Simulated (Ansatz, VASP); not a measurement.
## Li2O in VASP and in Ansatz

INCAR

```
ALGO = Normal
EDIFF = 1E-6
ENCUT = 750
GGA = PE
GGA_COMPAT = False
ISIF = 2
ISMEAR = 0
LASPH = True
LCHARG = False
LREAL = False
LWAVE = False
NBANDS = 13
NELM = 120
PREC = Accurate
SIGMA = 0.1
```

The input KPOINTS:

```
k-points
0
Gamma
  6 6 6
```

The input POSCAR:

```
Li2O
1.0
    0.0000000000      2.5264218102      2.5264218102
    2.5264218102      0.0000000000      2.5264218102
    2.5264218102      2.5264218102      0.0000000000
Li O
2 1
Direct
    0.7500000000      0.7500000000      0.7500000000
    0.2500000000      0.2500000000      0.2500000000
    0.0000000000      0.0000000000      0.0000000000
```

Input for Ansatz:

```yaml
crystal:
  lattice:
    - [0.0, 2.5264218102, 2.5264218102]
    - [2.5264218102, 0.0, 2.5264218102]
    - [2.5264218102, 2.5264218102, 0.0]
  atoms:
    - { symbol: Li, position: [0.75, 0.75, 0.75] }
    - { symbol: Li, position: [0.25, 0.25, 0.25] }
    - { symbol: O, position: [0.0, 0.0, 0.0] }
basis:
  ecutwfc: 420
kpoints:
  mp_grid: { grid: [6, 6, 6] }
  band_path: { path: [VBM, CBM], npoints: 5 }
hamiltonian:
  xc: pbe
scf:
  occupations: { method: gaussian, width: 0.1 }
output:
  forces: false
  stress: false
  eigenvalues: true
```

Alike in both runs: task single point; functional PBE; k mesh 6 × 6 × 6; occupations gaussian, width 0.1 eV; no spin polarisation.

```csv
,VASP,Ansatz
version,VASP 6.6.1,Ansatz 0.2.0
potentials or method,"VASP PAW PBE potentials, release 64 (Li_sv, O), cutoff 750 eV","scalar-relativistic, plane waves, PAW"
valence electrons in the cell,12,12
```

|  | VASP | Ansatz | Ansatz less VASP |
| --- | --- | --- | --- |
| gap on the k mesh at the Fermi level (eV) | 3.54 | 3.53 | -0.004 |
| least direct gap on the mesh (eV) | 3.54 | 3.53 | -0.004 |
